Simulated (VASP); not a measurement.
Input of a VASP 6.6.1 run:

The input POSCAR:

```
GaN
1.0
    0.0000000000      2.2126395796      2.2126395796
    2.2126395796      0.0000000000      2.2126395796
    2.2126395796      2.2126395796      0.0000000000
Ga N
1 1
Direct
    0.0000000000      0.0000000000      0.0000000000
    0.2500000000      0.2500000000      0.2500000000
```

Contents of INCAR.step1:

```
SYSTEM = GaN
ALGO     = Normal         ! electronic algorithm
EDIFF    = 1E-5           ! SCF threshold, eV
ENCUT    = 520            ! plane-wave cutoff, eV
GGA      = PE             ! functional
ISIF     = 2              ! what is computed and relaxed
ISMEAR   = -1             ! smearing method
LASPH    = .TRUE.         ! aspherical terms in the spheres
LCHARG   = .FALSE.        ! write CHGCAR
LREAL    = .FALSE.        ! projectors in reciprocal space
LWAVE    = .TRUE.         ! write WAVECAR
NBANDS   = 16             ! bands
NELM     = 80             ! most SCF steps
PREC     = Accurate       ! precision mode
SIGMA    = 0.05           ! smearing width, eV
```

File INCAR.step2:

```
SYSTEM = GaN
ALGO     = Normal         ! electronic algorithm
EDIFF    = 1E-6           ! SCF threshold, eV
ENCUT    = 520            ! plane-wave cutoff, eV
GGA      = PE             ! functional
HFSCREEN = 0.2079         ! screening, 1/A
ISIF     = 2              ! what is computed and relaxed
ISMEAR   = -1             ! smearing method
ISTART   = 1            
LASPH    = .TRUE.         ! aspherical terms in the spheres
LCHARG   = .FALSE.        ! write CHGCAR
LHFCALC  = .TRUE.         ! exact exchange
LREAL    = .FALSE.        ! projectors in reciprocal space
LWAVE    = .FALSE.        ! write WAVECAR
NBANDS   = 16             ! bands
NELM     = 80             ! most SCF steps
PREC     = Accurate       ! precision mode
PRECFOCK = Normal       
SIGMA    = 0.05           ! smearing width, eV
```

File KPOINTS:

```
k-points
0
G
  4 4 4
  0 0 0
```

Potentials or basis: VASP PAW PBE potentials, release 64 (Ga_d, N).

Run with:

```bash
$ cat potpaw_PBE.64/Ga_d/POTCAR potpaw_PBE.64/N/POTCAR > POTCAR
$ cp INCAR.step1 INCAR
$ mpirun -np 1 vasp_std > vasp.out
$ cp INCAR.step2 INCAR
$ mpirun -np 1 vasp_std > vasp.out
```

(1) Predict the pressure.

(2) What does it give for the band gap on the k mesh?

## Answers

(1) 10.6 GPa.

(2) 3.42 eV, direct.

Caveat: the k points lie up to 0.61 Å⁻¹ apart; the PAW data sets were made with another functional, which shifts forces and pressure a little.
